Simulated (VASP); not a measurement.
# CuO (Cc) in VASP: single point with LDA+U

Aim: the single point of CuO with LDA+U.

Program: VASP 6.6.1. These are calculated values, not measurements. Logs are shortened: lines on timing, memory, paths and dates and some standing lists are left out, and cuts for length are marked.

## (1) The cell of the first run

It takes space group Cc (No. 9, monoclinic). Conventional cell: a = 4.689 Å, b = 3.427 Å, c = 5.132 Å, α = 90.00°, β = 99.65°, γ = 90.00°. Within 2.5 Å of Cu (site symmetry 1) lie 4 O at 1.91 to 2.02 Å. O (site symmetry 1) has 4 Cu at 1.91 to 2.02 Å within 2.5 Å.

## (2) Single point, LDA+U

INCAR reads:

```
SYSTEM = CuO
PREC = Accurate ; ENCUT = 1340
EDIFF = 1E-6 ; ISMEAR = 0
SIGMA = 0.05 ; LREAL = .FALSE.
LASPH = .TRUE. ; NELM = 200
ALGO = Normal ; ISIF = 2
LWAVE = .FALSE. ; LCHARG = .FALSE.
LMAXMIX = 4 ; LDAU = .TRUE.
LDAUTYPE = 2 ; LDAUL = 2 -1
LDAUU = 5 0 ; LDAUJ = 0 0
LDAUPRINT = 1 ; GGA = CA
NBANDS = 33 ; GGA_COMPAT = .FALSE.
```

KPOINTS reads:

```
Automatic mesh
0
G
  7 7 4
  0 0 0
```

POSCAR reads:

```
CuO
1.0
    2.3446497600     -1.7133998200      0.0000000000
    2.3446497600      1.7133998200      0.0000000000
   -0.8605499100      0.0000000000      5.0594394800
Cu O
2 2
Direct
    0.0032000000      0.4968000000      0.0000000000
    0.4968000000      0.0032000000      0.5000000000
    0.5714000000      0.4056000000      0.2537000000
    0.4056000000      0.5714000000      0.7537000000
```

Potentials or basis: VASP PAW LDA potentials, release 64 (Cu_sv_GW, O_h).

Started as:

```console
$ cat potpaw_LDA.64/Cu_sv_GW/POTCAR potpaw_LDA.64/O_h/POTCAR > POTCAR
$ mpirun -np 1 vasp_std > vasp.out
```

OUTCAR:

```text
SYSTEM = CuO
   PREC = Accurate
   ENCUT = 1340
   EDIFF = 1E-6
   ISMEAR = 0
   LREAL = .FALSE.
   LASPH = .TRUE.
   NELM = 200
   ISIF = 2
   GGA = CA

 ion  position               nearest neighbor table
   1  0.003  0.497  0.000-   4 1.91   3 1.93   4 1.98   3 2.02
   2  0.497  0.003  0.500-   3 1.91   4 1.93   3 1.98   4 2.02
   3  0.571  0.406  0.254-   2 1.91   1 1.93   2 1.98   1 2.02
   4  0.406  0.571  0.754-   1 1.91   2 1.93   1 1.98   2 2.02

  LATTYP: Found a base centered monoclinic cell.
 ALAT       =     4.6892995200
 B/A-ratio  =     0.7307700490
 C/A-ratio  =     1.0944283419
 COS(beta)  =    -0.1676798045

  Lattice vectors:

 A1 = (   2.3446497600,  -1.7133998200,   0.0000000000)
 A2 = (   2.3446497600,   1.7133998200,   0.0000000000)
 A3 = (  -0.8605499100,   0.0000000000,   5.0594394800)

Analysis of symmetry for initial positions (statically):
=====================================================================
 Subroutine PRICEL returns:
 Original cell was already a primitive cell.

 Routine SETGRP: Setting up the symmetry group for a
 base centered monoclinic supercell.

 Subroutine GETGRP returns: Found  2 space group operations
 (whereof  1 operations were pure point group operations)
 out of a pool of  4 trial point group operations.

The static configuration has the point symmetry C_1 .
 The point group associated with its full space group is C_1h.

Analysis of symmetry for dynamics (positions and initial velocities):
=====================================================================
 Subroutine PRICEL returns:
 Original cell was already a primitive cell.

 Routine SETGRP: Setting up the symmetry group for a
 base centered monoclinic supercell.

 Subroutine GETGRP returns: Found  2 space group operations
 (whereof  1 operations were pure point group operations)
 out of a pool of  4 trial point group operations.

The dynamic configuration has the point symmetry C_1 .
 The point group associated with its full space group is C_1h.

 Subroutine INISYM returns: Found  2 space group operations
 (whereof  1 operations are pure point group operations),
 and found     1 'primitive' translations

----------------------------------------------------------------------------------------

                                     Primitive cell

  volume of cell :      40.6508

  direct lattice vectors                    reciprocal lattice vectors
     2.344649760 -1.713399820  0.000000000     0.213251467 -0.291817470  0.036271514
     2.344649760  1.713399820  0.000000000     0.213251467  0.291817470  0.036271514
    -0.860549910  0.000000000  5.059439480     0.000000000  0.000000000  0.197650353

  length of vectors
     2.903983719  2.903983719  5.132102298     0.363248188  0.363248188  0.197650353

  position of ions in fractional coordinates (direct lattice)
     0.003200000  0.496800000  0.000000000
     0.496800000  0.003200000  0.500000000
     0.571400000  0.405600000  0.253700000
     0.405600000  0.571400000  0.753700000

  ion indices of the primitive-cell ions
   primitive index   ion index
                 1           1
                 2           2
                 3           3
                 4           4

----------------------------------------------------------------------------------------

 KPOINTS: Automatic mesh

Automatic generation of k-mesh.
 Grid dimensions read from file:
 generate k-points for:    7    7    4

 Generating k-lattice:

  Cartesian coordinates                     Fractional coordinates (reciprocal lattice)
     0.030464495 -0.041688210  0.005181645     0.142857143  0.000000000  0.000000000
     0.030464495  0.041688210  0.005181645     0.000000000  0.142857143  0.000000000
     0.000000000  0.000000000  0.049412588     0.000000000  0.000000000  0.250000000

  Length of vectors
     0.051892598  0.051892598  0.049412588

  Shift w.r.t. Gamma in fractional coordinates (k-lattice)
     0.000000000  0.000000000  0.000000000

 Subroutine IBZKPT returns following result:
 ===========================================

 Found     60 irreducible k-points:

 Following reciprocal coordinates:
            Coordinates               Weight
[... 37 lines left out ...]
   ISPIN  =      1    spin polarized calculation?
   LNONCOLLINEAR =      F non collinear calculations
   LSORBIT =      F    spin-orbit coupling
   LASPH  =      T    aspherical Exc in radial PAW
   ENCUT  = 1340.0 eV  98.49 Ry    9.92 a.u.   8.67  8.67 15.32*2*pi/ulx,y,z
   NELM   =    200;   NELMIN=  2; NELMDL= -5     # of ELM steps
   EDIFF  = 0.1E-05   stopping-criterion for ELM
   LREAL  =      F    real-space projection
[... 7 lines left out ...]
   TEBEG  =    0.0;   TEEND  =   0.0 temperature during run
   PSTRESS=    0.0 pullay stress
   NELECT =      50.0000    total number of electrons
   NUPDOWN=      -1.0000    fix difference up-down
   EMIN   =  10.00;   EMAX   =-10.00  energy-range for DOS
   EFERMI =   0.00;   METHOD = LEGACY
   ISMEAR =     0;   SIGMA  =   0.05  broadening in eV -4-tet -1-fermi 0-gaus
   EFERMI_NEDOS =   21; number of points for ismear=-14 and -15
   IALGO  =     38    algorithm
   IMIX   =      4    mixing-type and parameters
     AMIX     =   0.40;   BMIX     =  1.00
     AMIX_MAG =   1.60;   BMIX_MAG =  1.00
  volume/ion in A,a.u.               =      10.16        68.58
  Fermi-wavevector in a.u.,A,eV,Ry     =   1.754049  3.314673 41.860895  3.076689
  Thomas-Fermi vector in A             =   2.824066
   LORBIT       =      0    0 simple, 1 ext, 2 COOP (PROOUT), +10 PAW based schemes
 LDA+U is selected, type is set to LDAUTYPE =  2
   angular momentum for each species LDAUL =     2   -1
   U (eV)           for each species LDAUU =   5.0  0.0
   J (eV)           for each species LDAUJ =   0.0  0.0
   GGA     = CA    functional components
   LHFCALC =     F    Hartree Fock is set to
   AEXX    =    0.0000 exact exchange contribution
   IVDW    =     0    specifies the selected vdW correction
   LEPSILON=     F    determine dielectric tensor
   LRPA    =     F    only Hartree local field effects (RPA)
 non-spin polarized calculation
 Gauss-broadening in eV      SIGMA  =   0.05
  energy-cutoff  :     1340.00
  volume of cell :       40.65
 maximum number of plane-waves:      4547
   NGX = 17   NGY = 17   NGZ = 31

atom =   1  type =  1  l = 2

 onsite density matrix

spin component  1

  0.9254 -0.0140  0.0107  0.0089 -0.0028
 -0.0140  0.8759  0.0008  0.0868 -0.0277
  0.0107  0.0008  0.9442 -0.0012 -0.0009
  0.0089  0.0868 -0.0012  0.8256  0.0364
 -0.0028 -0.0277 -0.0009  0.0364  0.9288

spin component  2

  0.9254 -0.0140  0.0107  0.0089 -0.0028
 -0.0140  0.8759  0.0008  0.0868 -0.0277
  0.0107  0.0008  0.9442 -0.0012 -0.0009
  0.0089  0.0868 -0.0012  0.8256  0.0364
 -0.0028 -0.0277 -0.0009  0.0364  0.9288

 occupancies and eigenvectors

  o =  0.7474  v =  0.0889  0.5823 -0.0109 -0.7700  0.2449  0.0000  0.0000  0.0000  0.0000  0.0000      0.0000  0.0000  0.0000  0.0000  0.0000  0.0000  0.0000  0.0000  0.0000  0.0000
  o =  0.7474  v =  0.0000  0.0000  0.0000  0.0000  0.0000  0.0889  0.5823 -0.0109 -0.7700  0.2449      0.0000  0.0000  0.0000  0.0000  0.0000  0.0000  0.0000  0.0000  0.0000  0.0000
  o =  0.9203  v =  0.8785  0.1579 -0.3950  0.1978 -0.0901  0.0000  0.0000  0.0000  0.0000  0.0000      0.0000  0.0000  0.0000  0.0000  0.0000  0.0000  0.0000  0.0000  0.0000  0.0000
  o =  0.9203  v =  0.0000  0.0000  0.0000  0.0000  0.0000  0.8785  0.1579 -0.3950  0.1978 -0.0901      0.0000  0.0000  0.0000  0.0000  0.0000  0.0000  0.0000  0.0000  0.0000  0.0000
  o =  0.9401  v = -0.0327 -0.2301 -0.1943 -0.4433 -0.8436  0.0000  0.0000  0.0000  0.0000  0.0000      0.0000  0.0000  0.0000  0.0000  0.0000  0.0000  0.0000  0.0000  0.0000  0.0000
  o =  0.9401  v =  0.0000  0.0000  0.0000  0.0000  0.0000 -0.0327 -0.2301 -0.1943 -0.4433 -0.8436      0.0000  0.0000  0.0000  0.0000  0.0000  0.0000  0.0000  0.0000  0.0000  0.0000
  o =  0.9421  v =  0.0000  0.0000  0.0000  0.0000  0.0000 -0.1169  0.7212  0.3244  0.3791 -0.4661      0.0000  0.0000  0.0000  0.0000  0.0000  0.0000  0.0000  0.0000  0.0000  0.0000
  o =  0.9421  v = -0.1169  0.7212  0.3244  0.3791 -0.4661  0.0000  0.0000  0.0000  0.0000  0.0000      0.0000  0.0000  0.0000  0.0000  0.0000  0.0000  0.0000  0.0000  0.0000  0.0000
  o =  0.9500  v =  0.0000  0.0000  0.0000  0.0000  0.0000 -0.4534  0.2507 -0.8372  0.1665  0.0545      0.0000  0.0000  0.0000  0.0000  0.0000  0.0000  0.0000  0.0000  0.0000  0.0000
  o =  0.9500  v = -0.4534  0.2507 -0.8372  0.1665  0.0545  0.0000  0.0000  0.0000  0.0000  0.0000      0.0000  0.0000  0.0000  0.0000  0.0000  0.0000  0.0000  0.0000  0.0000  0.0000

atom =   2  type =  1  l = 2

 onsite density matrix

spin component  1

  0.9254 -0.0140 -0.0107 -0.0089  0.0028
 -0.0140  0.8759 -0.0008 -0.0868  0.0277
 -0.0107 -0.0008  0.9442 -0.0012 -0.0009
 -0.0089 -0.0868 -0.0012  0.8256  0.0364
  0.0028  0.0277 -0.0009  0.0364  0.9288

spin component  2

  0.9254 -0.0140 -0.0107 -0.0089  0.0028
 -0.0140  0.8759 -0.0008 -0.0868  0.0277
 -0.0107 -0.0008  0.9442 -0.0012 -0.0009
 -0.0089 -0.0868 -0.0012  0.8256  0.0364
  0.0028  0.0277 -0.0009  0.0364  0.9288

 occupancies and eigenvectors

  o =  0.7474  v = -0.0889 -0.5823 -0.0109 -0.7700  0.2449  0.0000  0.0000  0.0000  0.0000  0.0000      0.0000  0.0000  0.0000  0.0000  0.0000  0.0000  0.0000  0.0000  0.0000  0.0000
  o =  0.7474  v =  0.0000  0.0000  0.0000  0.0000  0.0000 -0.0889 -0.5823 -0.0109 -0.7700  0.2449      0.0000  0.0000  0.0000  0.0000  0.0000  0.0000  0.0000  0.0000  0.0000  0.0000
  o =  0.9203  v =  0.8785  0.1579  0.3950 -0.1978  0.0901  0.0000  0.0000  0.0000  0.0000  0.0000      0.0000  0.0000  0.0000  0.0000  0.0000  0.0000  0.0000  0.0000  0.0000  0.0000
  o =  0.9203  v =  0.0000  0.0000  0.0000  0.0000  0.0000  0.8785  0.1579  0.3950 -0.1978  0.0901      0.0000  0.0000  0.0000  0.0000  0.0000  0.0000  0.0000  0.0000  0.0000  0.0000
  o =  0.9401  v =  0.0327  0.2301 -0.1943 -0.4433 -0.8436  0.0000  0.0000  0.0000  0.0000  0.0000      0.0000  0.0000  0.0000  0.0000  0.0000  0.0000  0.0000  0.0000  0.0000  0.0000
  o =  0.9401  v =  0.0000  0.0000  0.0000  0.0000  0.0000  0.0327  0.2301 -0.1943 -0.4433 -0.8436      0.0000  0.0000  0.0000  0.0000  0.0000  0.0000  0.0000  0.0000  0.0000  0.0000
  o =  0.9421  v =  0.0000  0.0000  0.0000  0.0000  0.0000  0.1169 -0.7212  0.3244  0.3791 -0.4661      0.0000  0.0000  0.0000  0.0000  0.0000  0.0000  0.0000  0.0000  0.0000  0.0000
  o =  0.9421  v =  0.1169 -0.7212  0.3244  0.3791 -0.4661  0.0000  0.0000  0.0000  0.0000  0.0000      0.0000  0.0000  0.0000  0.0000  0.0000  0.0000  0.0000  0.0000  0.0000  0.0000
  o =  0.9500  v =  0.0000  0.0000  0.0000  0.0000  0.0000 -0.4534  0.2507  0.8372 -0.1665 -0.0545      0.0000  0.0000  0.0000  0.0000  0.0000  0.0000  0.0000  0.0000  0.0000  0.0000
  o =  0.9500  v = -0.4534  0.2507  0.8372 -0.1665 -0.0545  0.0000  0.0000  0.0000  0.0000  0.0000      0.0000  0.0000  0.0000  0.0000  0.0000  0.0000  0.0000  0.0000  0.0000  0.0000

 number of electron      50.0000002 magnetization

 Free energy of the ion-electron system (eV)
  ---------------------------------------------------
  ext. energy  EPLUGINS =         0.00000000
  ---------------------------------------------------
  free energy    TOTEN  =       -18.99490636 eV

  energy without entropy =      -18.99133816  energy(sigma->0) =      -18.99312226

 E-fermi :   5.3333     XC(G=0): -12.7922

 val. band max:        5.3073292550   @ k =   0.4286   0.2857   0.5000
 cond. band min:       5.3468752404   @ k =  -0.1429  -0.0000   0.2500
 fundamental gap:      0.0395459854
 Fermi energy:         5.3332968950

 k-point     1 :       0.0000    0.0000    0.0000
  band No.  band energies     occupation
      1    -104.8773      2.00000
      2    -104.8765      2.00000
      3     -63.0355      2.00000
      4     -63.0354      2.00000
      5     -63.0185      2.00000
      6     -63.0089      2.00000
[... 853 lines left out ...]
     32      20.5522      0.00000
     33      21.5430      0.00000

 [... further k-points ...]
[... 5 lines left out ...]
  --------------------------------------------------------------------------------------
  -------------------------------------------------------------------------------------
  Total       -2.7502430     -1.9311139     -3.2716695      0.0000000      0.0000000     -0.0416526
  in kB     -108.3958241    -76.1113410   -128.9469020      0.0000000      0.0000000     -1.6416633
  external PRESSURE =    -104.4846891 kB  Pullay stress =       0.0000000 kB

 VOLUME and BASIS-vectors are now :
 -----------------------------------------------------------------------------
  energy-cutoff  :     1340.00
  volume of cell :       40.65
      direct lattice vectors                 reciprocal lattice vectors
     2.344649760 -1.713399820  0.000000000     0.213251467 -0.291817470  0.036271514
     2.344649760  1.713399820  0.000000000     0.213251467  0.291817470  0.036271514
    -0.860549910  0.000000000  5.059439480     0.000000000  0.000000000  0.197650353

 POSITION                                       TOTAL-FORCE (eV/Angst)
 -----------------------------------------------------------------------------------
      1.17232      0.84573      0.00000        -0.551119      0.287374      0.214825
      0.74205     -0.84573      2.52972        -0.551119     -0.287374      0.214825
      2.07240     -0.28408      1.28358         0.551119      0.441726     -0.214825
      1.64213      0.28408      3.81330         0.551119     -0.441726     -0.214825
 -----------------------------------------------------------------------------------
    total drift:                               -0.002480     -0.000000      0.001407

  FREE ENERGIE OF THE ION-ELECTRON SYSTEM (eV)
  ---------------------------------------------------
  free  energy   TOTEN  =       -18.9949063592 eV

  energy  without entropy=      -18.9913381647  energy(sigma->0) =      -18.99312226
```

It took 2.6 min on 1 thread of Intel Xeon 6975P-C (Granite Rapids), shared host; peak memory 0.46 GiB.

What came out:

```
Free energy            : -18.9949 eV
Pressure               : -10.4 GPa
Largest force          : 0.738 eV/Å
Band gap on the k mesh : zero (bands 25 and 26 overlap by 0.77 eV)
```

Forces on the atoms (eV/Å):
```
Cu  -0.551  0.287  0.215
Cu  -0.551 -0.287  0.215
O    0.551  0.442 -0.215
O    0.551 -0.442 -0.215
```

Levels at points of the mesh, in eV from the Fermi level:
```tsv
k point	band 22	band 23	band 24	band 25	band 26	band 27	band 28	band 29
(0.00, 0.00, 0.00)	-2.76	-2.40	-2.33	0.24	0.97	1.82	6.27	8.25
(0.00, 0.00, 0.50)	-2.90	-1.80	-1.80	0.32	0.32	4.06	4.06	11.80
```

Eigenvalues of the final occupation matrices:
```tsv
site	spin	trace	eigenvalues
site 1 d	1	4.50	0.75 0.92 0.94 0.94 0.95
site 1 d	2	4.50	0.75 0.92 0.94 0.94 0.95
site 2 d	1	4.50	0.75 0.92 0.94 0.94 0.95
site 2 d	2	4.50	0.75 0.92 0.94 0.94 0.95
```

Caveat: the stress differs along the axes, from -13 to -8 GPa; U without spin polarisation on a metal has little footing.

The gap in the log of VASP goes by the Fermi energy; the results here count the filled bands.